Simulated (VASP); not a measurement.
A run of VASP 6.6.1 is set up as follows.

The input INCAR:

```
PREC = Accurate
ENCUT = 520
EDIFF = 1E-6
ISMEAR = -1
SIGMA = 0.1
LREAL = False
LASPH = True
NELM = 80
ALGO = Normal
ISIF = 2
LWAVE = False
LCHARG = True
GGA = B5
ALDAX = 1.0
AGGAX = 1.0
AGGAC = 1.0
ALDAC = 0.0
LELF = True
LVHAR = True
NBANDS = 32
```

Contents of KPOINTS:

```
Automatic mesh
0
Gamma
  14 14 4
```

The input POSCAR:

```
Ti
1.0
    2.8753088725      0.0000000000      0.0000000000
   -1.4376544362      2.4900905273      0.0000000000
    0.0000000000      0.0000000000      9.1999312951
Ti
4
Direct
    1.0000000000      0.0000000000      0.0000000000
    1.0000000000      1.0000000000      0.5000000000
    0.3333333333      0.6666666667      0.2500000000
    0.6666666667      0.3333333333      0.7500000000
```

Potentials or basis: VASP PAW PBE potentials, release 64 (Ti_sv).

Run with:

```console
$ cat potpaw_PBE.64/Ti_sv/POTCAR > POTCAR
$ mpirun -np 1 vasp_std > vasp.out
```

(1) What does it give for the band gap on the k mesh?

(2) Predict the pressure.

Answers

(1) zero (bands 24 and 25 overlap by 1.15 eV).

(2) 9.8 GPa.

Caveat: the cell stands under pressure; the PAW data sets were made with another functional, which shifts forces and pressure a little.
